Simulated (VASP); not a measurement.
Crystal: TiO2.

```
Ti O
1.0
    -1.86653    1.86653    4.69300
     1.86653   -1.86653    4.69300
     1.86653    1.86653   -4.69300
Ti O
2 4
Direct
  0.75000 0.25000 0.50000
  0.00000 0.00000 0.00000
  0.79190 0.79190 0.00000
  0.54190 0.04190 0.50000
  0.95810 0.45810 0.50000
  0.20810 0.20810 0.00000
```

Base run:

| Item | Value |
| --- | --- |
| Program | VASP 6.6.1 |
| Functional | LDA |
| Potentials or basis | VASP PAW LDA potentials, release 64 (Ti_sv, O) |
| Cutoff | 520 eV |
| k mesh | 10 × 10 × 10 |
| Occupations | fermi-dirac, width 0.05 eV |
| Spin | no spin polarisation |

Its results: band gap on the k mesh 2.09 eV (least direct gap 2.43 eV); pressure 3.9 GPa; largest force 0.166 eV/Å.

Q: The run is repeated on the same cell with these changes: functional from LDA to BLYP; potentials or basis from VASP PAW LDA potentials, release 64 (Ti_sv, O) to VASP PAW PBE potentials, release 64 (Ti_sv, O). What comes out?

A: Band gap on the k mesh 2.20 eV (least direct gap 2.53 eV); pressure 22.0 GPa; largest force 0.488 eV/Å.

Caveats: the cell stands under pressure; the PAW data sets were made with another functional, which shifts forces and pressure a little (at least some runs).

A k mesh can miss the band edges.
